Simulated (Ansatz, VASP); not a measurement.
Ti in VASP and in Ansatz

Contents of INCAR:

```
ALGO = Normal ; EDIFF = 1E-6
ENCUT = 500 ; GGA = PE
GGA_COMPAT = F ; ISIF = 2
ISMEAR = 0 ; LASPH = T
LCHARG = F ; LREAL = F
LWAVE = F ; NBANDS = 12
NELM = 120 ; PREC = Accurate
SIGMA = 0.1
```

KPOINTS

```
k-points
0
Gamma
  15 15 15
```

The input POSCAR:

```
Ti
1.0
   -0.2436000000      1.9236280000      1.9236280000
    1.9236280000     -0.2436000000      1.9236280000
    1.9236280000      1.9236280000     -0.2436000000
Ti
1
Direct
    0.0000000000      0.0000000000      0.0000000000
```

Input for Ansatz:

```yaml
crystal:
  lattice:
    - [-0.2436, 1.923628, 1.923628]
    - [1.923628, -0.2436, 1.923628]
    - [1.923628, 1.923628, -0.2436]
  atoms:
    - { symbol: Ti, position: [0.0, 0.0, 0.0] }
basis:
  ecutwfc: 420
kpoints:
  mp_grid: { grid: [15, 15, 15] }
hamiltonian:
  xc: pbe
scf:
  occupations: { method: gaussian, width: 0.1 }
output:
  forces: true
  stress: true
  eigenvalues: true
```

Alike in both runs: task single point; functional PBE; k mesh 15 × 15 × 15; occupations gaussian, width 0.1 eV; no spin polarisation.

```csv
,VASP,Ansatz
version,VASP 6.6.1,Ansatz 0.2.0
potentials or method,"VASP PAW PBE potentials, release 64 (Ti_sv), cutoff 500 eV","scalar-relativistic, plane waves, PAW"
valence electrons in the cell,12,12
```

```csv
,VASP,Ansatz,Ansatz less VASP
gap on the k mesh at the Fermi level (eV),none,none,-
pressure (GPa),3.2,3.5,+0.33
"traceless stress, the component that is largest in VASP (GPa)",6.47,6.50,+0.028
```

A gap of «none» marks a metal or a gap that the smearing closes. With one functional, cell and mesh, what is left measures potentials, basis and numerics.
